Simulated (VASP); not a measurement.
# N (P6_3/mmc) in VASP: a series of runs

The runs below take N through single point, with RPBE, PBE, LDA.

Program: VASP 6.6.1. These are calculated values, not measurements. Logs are shortened: lines on timing, memory, paths and dates and some standing lists are left out, and cuts for length are marked.

## 1. The cell of the first run

The structure is hexagonal, space group P6_3/mmc (No. 194). The conventional cell has a = 2.519 Å, b = 2.519 Å, c = 2.446 Å, α = 90.00°, β = 90.00°, γ = 120.00°. Within 2.6 Å of N (site symmetry -6m2) lie 14 N at 1.90 to 2.52 Å.

## 2. Single point, RPBE

Contents of INCAR:

```
PREC = Accurate
ENCUT = 520
EDIFF = 1E-6
ISMEAR = 0
SIGMA = 0.02
LREAL = F
LASPH = T
NELM = 80
ALGO = Normal
ISIF = 2
LWAVE = F
LCHARG = T
GGA = RP
LELF = T
LVHAR = T
NBANDS = 12
```

Contents of KPOINTS:

```
regular mesh
0
Gamma
  12 12 11
```

Contents of POSCAR:

```
N
1.0
    2.5194737886      0.0000000000      0.0000000000
   -1.2597368943      2.1819283051      0.0000000000
    0.0000000000      0.0000000000      2.4460020000
N
2
Direct
    0.3333333333      0.6666666667      0.7500000000
    0.6666666667      0.3333333333      0.2500000000
```

Potentials or basis: VASP PAW PBE potentials, release 64 (N).

The run is started by

```bash
cat potpaw_PBE.64/N/POTCAR > POTCAR
mpirun -np 1 vasp_std > vasp.out
```

OUTCAR:

```text
PREC = Accurate
   ENCUT = 520
   EDIFF = 1E-6
   ISMEAR = 0
   LREAL = F
   LASPH = T
   NELM = 80
   ISIF = 2
   GGA = RP

 ion  position               nearest neighbor table
   1  0.333  0.667  0.750-
   2  0.667  0.333  0.250-

  LATTYP: Found a hexagonal cell.
 ALAT       =     2.5194737886
 C/A-ratio  =     0.9708384390

  Lattice vectors:

 A1 = (   2.5194737886,   0.0000000000,   0.0000000000)
 A2 = (  -1.2597368943,   2.1819283051,   0.0000000000)
 A3 = (   0.0000000000,   0.0000000000,   2.4460020000)

Analysis of symmetry for initial positions (statically):
=====================================================================
 Subroutine PRICEL returns:
 Original cell was already a primitive cell.

 Routine SETGRP: Setting up the symmetry group for a
 hexagonal supercell.

 Subroutine GETGRP returns: Found 24 space group operations
 (whereof 12 operations were pure point group operations)
 out of a pool of 24 trial point group operations.

The static configuration has the point symmetry D_3d.
 The point group associated with its full space group is D_6h.

Analysis of symmetry for dynamics (positions and initial velocities):
=====================================================================
 Subroutine PRICEL returns:
 Original cell was already a primitive cell.

 Routine SETGRP: Setting up the symmetry group for a
 hexagonal supercell.

 Subroutine GETGRP returns: Found 24 space group operations
 (whereof 12 operations were pure point group operations)
 out of a pool of 24 trial point group operations.

The dynamic configuration has the point symmetry D_3d.
 The point group associated with its full space group is D_6h.

 Subroutine INISYM returns: Found 24 space group operations
 (whereof 12 operations are pure point group operations),
 and found     1 'primitive' translations

----------------------------------------------------------------------------------------

                                     Primitive cell

  volume of cell :      13.4464

  direct lattice vectors                    reciprocal lattice vectors
     2.519473789  0.000000000  0.000000000     0.396908277  0.229155100  0.000000000
    -1.259736894  2.181928305  0.000000000     0.000000000  0.458310201  0.000000000
     0.000000000  0.000000000  2.446002000     0.000000000  0.000000000  0.408830410

  length of vectors
     2.519473789  2.519473789  2.446002000     0.458310201  0.458310201  0.408830410

  position of ions in fractional coordinates (direct lattice)
     0.333333333  0.666666667  0.750000000
     0.666666667  0.333333333  0.250000000

  ion indices of the primitive-cell ions
   primitive index   ion index
                 1           1
                 2           2

----------------------------------------------------------------------------------------

 KPOINTS: regular mesh

Automatic generation of k-mesh.
 Grid dimensions read from file:
 generate k-points for:   12   12   11

 Generating k-lattice:

  Cartesian coordinates                     Fractional coordinates (reciprocal lattice)
     0.033075690  0.019096258  0.000000000     0.083333333  0.000000000  0.000000000
     0.000000000  0.038192517  0.000000000     0.000000000  0.083333333  0.000000000
     0.000000000  0.000000000  0.037166401     0.000000000  0.000000000  0.090909091

  Length of vectors
     0.038192517  0.038192517  0.037166401

  Shift w.r.t. Gamma in fractional coordinates (k-lattice)
     0.000000000  0.000000000  0.000000000

 Subroutine IBZKPT returns following result:
 ===========================================

 Found    114 irreducible k-points:

 Following reciprocal coordinates:
            Coordinates               Weight
  0.000000  0.000000  0.000000      1.000000
  0.083333  0.000000  0.000000      6.000000
  0.166667 -0.000000  0.000000      6.000000
  0.250000 -0.000000  0.000000      6.000000
  0.333333 -0.000000  0.000000      6.000000
  0.416667 -0.000000  0.000000      6.000000
[... 16 lines left out ...]
  0.250000 -0.000000  0.090909     12.000000
  0.333333 -0.000000  0.090909     12.000000
 [... further k-points ...]
   k-points           NKPTS =    114   k-points in BZ     NKDIM =    114   number of bands    NBANDS=     12
   number of dos      NEDOS =    301   number of ions     NIONS =      2
   total plane-waves  NPLWV =   7200
   dimension x,y,z NGX =    20 NGY =   20 NGZ =   18
   dimension x,y,z NGXF=    40 NGYF=   40 NGZF=   36
   ions per type =               2
   NGX,Y,Z   is equivalent  to a cutoff of  13.20, 13.20, 12.23 a.u.
   NGXF,Y,Z  is equivalent  to a cutoff of  26.39, 26.39, 24.47 a.u.
 SYSTEM =  unknown system
   PREC   = accura    normal or accurate (medium, high low for compatibility)
   ISTART =      0    job   : 0-new  1-cont  2-samecut
   ICHARG =      2    charge: 1-file 2-atom 10-const
   ISPIN  =      1    spin polarized calculation?
   LNONCOLLINEAR =      F non collinear calculations
   LSORBIT =      F    spin-orbit coupling
   LASPH  =      T    aspherical Exc in radial PAW
   ENCUT  =  520.0 eV  38.22 Ry    6.18 a.u.   4.68  4.68  4.55*2*pi/ulx,y,z
   NELM   =     80;   NELMIN=  2; NELMDL= -5     # of ELM steps
   EDIFF  = 0.1E-05   stopping-criterion for ELM
   LREAL  =      F    real-space projection
   EDIFFG = 0.1E-04   stopping-criterion for IOM
   NSW    =      0    number of steps for IOM
   IBRION =     -1    ionic relax: 0-MD 1-quasi-New 2-CG
   NFREE  =      0    steps in history (QN), initial steepest desc. (CG)
   ISIF   =      2    stress and relaxation
   ISYM   =      2    0-nonsym 1-usesym 2-fastsym
   POTIM  = 0.5000    time-step for ionic-motion
   TEBEG  =    0.0;   TEEND  =   0.0 temperature during run
   PSTRESS=    0.0 pullay stress
   NELECT =      10.0000    total number of electrons
   NUPDOWN=      -1.0000    fix difference up-down
   EMIN   =  10.00;   EMAX   =-10.00  energy-range for DOS
   EFERMI =   0.00;   METHOD = LEGACY
   ISMEAR =     0;   SIGMA  =   0.02  broadening in eV -4-tet -1-fermi 0-gaus
   EFERMI_NEDOS =   21; number of points for ismear=-14 and -15
   IALGO  =     38    algorithm
   IMIX   =      4    mixing-type and parameters
     AMIX     =   0.40;   BMIX     =  1.00
     AMIX_MAG =   1.60;   BMIX_MAG =  1.00
  volume/ion in A,a.u.               =       6.72        45.37
  Fermi-wavevector in a.u.,A,eV,Ry     =   1.483221  2.802881 29.932052  2.199944
  Thomas-Fermi vector in A             =   2.596909
   LORBIT       =      0    0 simple, 1 ext, 2 COOP (PROOUT), +10 PAW based schemes
   GGA     = RP    functional components
   LHFCALC =     F    Hartree Fock is set to
   AEXX    =    0.0000 exact exchange contribution
   IVDW    =     0    specifies the selected vdW correction
   LEPSILON=     F    determine dielectric tensor
   LRPA    =     F    only Hartree local field effects (RPA)
 non-spin polarized calculation
 Gauss-broadening in eV      SIGMA  =   0.02
  energy-cutoff  :      520.00
  volume of cell :       13.45
 maximum number of plane-waves:       381
 NGX is ok and might be reduce to    20
   NGX =  9   NGY =  9   NGZ =  9

 number of electron      10.0000000 magnetization

 Free energy of the ion-electron system (eV)
  ---------------------------------------------------
  ext. energy  EPLUGINS =         0.00000000
  ---------------------------------------------------
  free energy    TOTEN  =        -8.50958969 eV

  energy without entropy =       -8.50899139  energy(sigma->0) =       -8.50929054

 E-fermi :   7.1542     XC(G=0): -12.9246

 val. band max:        7.1523906287   @ k =   0.4167  -0.0000   0.4545
 cond. band min:       7.1552586801   @ k =   0.4167   0.1667   0.3636
 fundamental gap:      0.0028680514
 Fermi energy:         7.1542333516

 k-point     1 :       0.0000    0.0000    0.0000
  band No.  band energies     occupation
      1     -14.9768      2.00000
      2       1.2715      2.00000
      3       2.3648      2.00000
      4       4.7874      2.00000
      5       4.7874      2.00000
      6       9.9887      0.00000
      7       9.9887      0.00000
      8      13.3453      0.00000
      9      21.7983      0.00000
     10      25.4211      0.00000
     11      32.6025      0.00000
     12      32.6025      0.00000

 k-point     2 :       0.0833    0.0000    0.0000
  band No.  band energies     occupation
      1     -14.8098      2.00000
      2       0.7492      2.00000
      3       2.5017      2.00000
      4       4.5208      2.00000
      5       4.8222      2.00000
      6       9.9223      0.00000
      7      10.2464      0.00000
      8      13.1249      0.00000
      9      22.2056      0.00000
     10      25.2760      0.00000
     11      32.8746      0.00000
     12      32.8906      0.00000

 k-point     3 :       0.1667   -0.0000    0.0000
  band No.  band energies     occupation
      1     -14.3129      2.00000
      2      -0.6298      2.00000
      3       2.9044      2.00000
      4       3.9040      2.00000
      5       4.8862      2.00000
      6       9.7806      0.00000
      7      10.8264      0.00000
      8      12.4986      0.00000
      9      23.1168      0.00000
     10      24.9802      0.00000
     11      33.7309      0.00000
     12      33.7677      0.00000
[... 286 lines left out ...]
 k-point    23 :       0.2500   -0.0000    0.0909
  band No.  band energies     occupation
      1     -13.3363      2.00000
      2      -2.5234      2.00000
      3       2.2072      2.00000
      4       3.3627      2.00000
      5       6.0763      2.00000
      6       9.2972      0.00000
      7      11.2494      0.00000
      8      11.7235      0.00000
      9      23.2418      0.00000
     10      26.3069      0.00000
     11      34.5136      0.00000
     12      34.9008      0.00000

 k-point    24 :       0.3333   -0.0000    0.0909
  band No.  band energies     occupation
      1     -12.2495      2.00000
      2      -4.4283      2.00000
      3       2.7019      2.00000
      4       2.7985      2.00000
      5       6.1883      2.00000
      6       8.7622      0.00000
      7      11.2214      0.00000
      8      11.6563      0.00000
      9      22.3347      0.00000
     10      28.4110      0.00000
     11      33.7451      0.00000
     12      35.7692      0.00000

 [... further k-points ...]

------------------------ aborting loop because EDIFF is reached ----------------------------------------

  FORCE on cell =-STRESS in cart. coord.  units (eV):
  Direction    XX          YY          ZZ          XY          YZ          ZX
  --------------------------------------------------------------------------------------
  -------------------------------------------------------------------------------------
  Total        1.6421672      1.6421672      0.6409134      0.0000000      0.0000000      0.0000000
  in kB      195.6684629    195.6684629     76.3664883      0.0000000      0.0000000      0.0000000
  external PRESSURE =     155.9011380 kB  Pullay stress =       0.0000000 kB

 VOLUME and BASIS-vectors are now :
 -----------------------------------------------------------------------------
  energy-cutoff  :      520.00
  volume of cell :       13.45
      direct lattice vectors                 reciprocal lattice vectors
     2.519473789  0.000000000  0.000000000     0.396908277  0.229155100  0.000000000
    -1.259736894  2.181928305  0.000000000     0.000000000  0.458310201  0.000000000
     0.000000000  0.000000000  2.446002000     0.000000000  0.000000000  0.408830410

 POSITION                                       TOTAL-FORCE (eV/Angst)
 -----------------------------------------------------------------------------------
     -0.00000      1.45462      1.83450        -0.000000      0.000000      0.000000
      1.25974      0.72731      0.61150         0.000000      0.000000      0.000000
 -----------------------------------------------------------------------------------
    total drift:                               -0.000000      0.000000      0.000000

  FREE ENERGIE OF THE ION-ELECTRON SYSTEM (eV)
  ---------------------------------------------------
  free  energy   TOTEN  =        -8.5095896891 eV

  energy  without entropy=       -8.5089913905  energy(sigma->0) =       -8.50929054
```

Run time: 10 s. Hardware: 1 thread of AMD EPYC 7R43 (Zen 3), shared host; peak memory 0.09 GiB.

Results:

- Free energy: -8.5096 eV
- Pressure: 15.6 GPa
- Band gap on the k mesh: zero (bands 5 and 6 overlap by 4.10 eV)

Caveat: the cell stands under pressure; the PAW data sets were made with another functional, which shifts forces and pressure a little.

## 3. Single point, PBE

Contents of INCAR:

```
  PREC = Accurate
  ENCUT = 520
  EDIFF = 1E-7
  ISMEAR = 0
  SIGMA = 0.05
  LREAL = F
  LASPH = T
  NELM = 60
  ALGO = Normal
  ISIF = 2
  LWAVE = F
  LCHARG = F
  GGA = PE
  NBANDS = 12
```

KPOINTS is that of step 2.

POSCAR is that of step 2.

Potentials or basis: VASP PAW PBE potentials, release 64 (N).

The run is started by

```bash
cat potpaw_PBE.64/N/POTCAR > POTCAR
mpirun -np 1 vasp_std > vasp.out
```

It took 12 s on 1 thread of AMD EPYC 7R43 (Zen 3), shared host; peak memory 0.09 GiB.

It converged, with:

| Property | Result |
| --- | --- |
| Free energy | -9.3973 eV |
| Pressure | 10.1 GPa |
| Band gap on the k mesh | zero (bands 5 and 6 overlap by 4.12 eV) |

Stress tensor (GPa, compression positive):
```
14.10  0.00  0.00
 0.00 14.10  0.00
 0.00  0.00  2.18
```

Levels at points of the mesh, in eV from the Fermi level:
| k point | band 1 | band 2 | band 3 | band 4 | band 5 | band 6 | band 7 | band 8 | band 9 | band 10 |
| --- | --- | --- | --- | --- | --- | --- | --- | --- | --- | --- |
| (0.00, 0.00, 0.00) | -22.06 | -5.76 | -4.79 | -2.36 | -2.36 | 2.82 | 2.82 | 6.14 | 14.61 | 18.13 |
| (0.50, 0.00, 0.00) | -17.45 | -14.49 | -4.99 | -2.26 | -1.51 | 1.71 | 2.71 | 5.08 | 13.68 | 24.11 |

Caveat: the cell stands under pressure.

## 4. Single point, LDA

Contents of INCAR:

```
ALGO     = Normal         # electronic algorithm
EDIFF    = 1E-7           # SCF threshold, eV
ENCUT    = 520            # plane-wave cutoff, eV
GGA      = CA             # functional
ISIF     = 2              # what is computed and relaxed
ISMEAR   = 0              # smearing method
LASPH    = T              # aspherical terms in the spheres
LCHARG   = F              # write CHGCAR
LREAL    = F              # projectors in reciprocal space
LWAVE    = F              # write WAVECAR
NBANDS   = 12             # bands
NELM     = 60             # most SCF steps
PREC     = Accurate       # precision mode
SIGMA    = 0.02           # smearing width, eV
```

Contents of KPOINTS:

```
k-points
0
Gamma
  12 12 11
```

POSCAR is that of step 3.

Potentials or basis: VASP PAW LDA potentials, release 64 (N).

The run is started by

```bash
cat potpaw_LDA.64/N/POTCAR > POTCAR
mpirun -np 1 vasp_std > vasp.out
```

Wall time 11 s (1 thread of AMD EPYC 7R43 (Zen 3), shared host); peak memory 0.08 GiB.

It converged, with:

```
Free energy            : -11.3726 eV
Pressure               : -7.0 GPa
Band gap on the k mesh : zero (bands 5 and 6 overlap by 4.22 eV)
```

Stress tensor (GPa, compression positive):
```
 -2.34   0.00   0.00
  0.00  -2.34   0.00
  0.00   0.00 -16.31
```

Levels at points of the mesh, in eV from the Fermi level:
| k point | band 2 | band 3 | band 4 | band 5 | band 6 | band 7 | band 8 | band 9 |
| --- | --- | --- | --- | --- | --- | --- | --- | --- |
| (0.00, 0.00, 0.00) | -5.36 | -4.87 | -2.40 | -2.40 | 2.75 | 2.75 | 6.04 | 14.30 |
| (0.50, 0.00, 0.00) | -14.40 | -5.05 | -2.16 | -1.58 | 1.63 | 2.70 | 5.03 | 13.34 |

Caveat: the cell stands under tension.

## 5. Overview

| level | potentials or basis | smearing | gap on the mesh (eV) | pressure (GPa) |
| --- | --- | --- | --- | --- |
| RPBE | VASP PAW PBE potentials, release 64 (N) | gaussian 0.02 eV | none | 15.6 |
| PBE | VASP PAW PBE potentials, release 64 (N) | gaussian 0.05 eV | none | 10.1 |
| LDA | VASP PAW LDA potentials, release 64 (N) | gaussian 0.02 eV | none | -7.0 |

Alike in all rows: task single point; no spin polarisation; cell as given; k mesh 12 × 12 × 11; cutoff (eV) 520.

Caveats: the cell stands under pressure (at least some runs); the PAW data sets were made with another functional, which shifts forces and pressure a little (at least some runs); the cell stands under tension (at least some runs).

Total energies depend on the potentials used, so only differences within one code and one set of settings carry meaning.
